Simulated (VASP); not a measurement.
Tl:

```
Tl
1.0
     3.11688    0.00000    0.00000
     0.00000    3.11688    0.00000
     0.00000    0.00000    3.11688
Tl
1
Cartesian
  0.0000 0.0000 0.0000
```

```yaml
Program: VASP 6.6.1
Task: relaxation of cell and atoms
Functional: RPBE
Potentials_or_basis: VASP PAW PBE potentials, release 64 (Tl_d)
Cutoff: 600 eV
k_mesh: 10 × 10 × 10
Occupations: fermi-dirac, width 0.1 eV
Spin: no spin polarisation
```

At the start: pressure 5.6 GPa; volume 30.28 Å³/atom.

**Question.** How do energy, volume and symmetry change on relaxing?

**Answer.** Over 4 steps the energy falls by 94.2 meV/atom and the volume is 37.07 Å³/atom (+22.4 %); space group Pm-3m (No. 221, to 0.05 Å).

The path:
```
step  energy change (eV)  largest force (eV/Å)  pressure (GPa)  volume (Å³)
   1              0.0000                0.0000            5.60        30.28
   2             -0.0892                0.0000            0.94        35.16
   3             -0.0932                0.0000           -0.35        37.86
   4             -0.0942                0.0000           -0.04        37.07
```

Final structure:
```
Tl
1.0
     3.33443    0.00000    0.00000
     0.00000    3.33443    0.00000
     0.00000    0.00000    3.33443
Tl
1
Direct
  0.00000 0.00000 0.00000
```

Caveat: the volume moved by over 15 % at a fixed basis, so the end points are rough; the PAW data sets were made with another functional, which shifts forces and pressure a little.
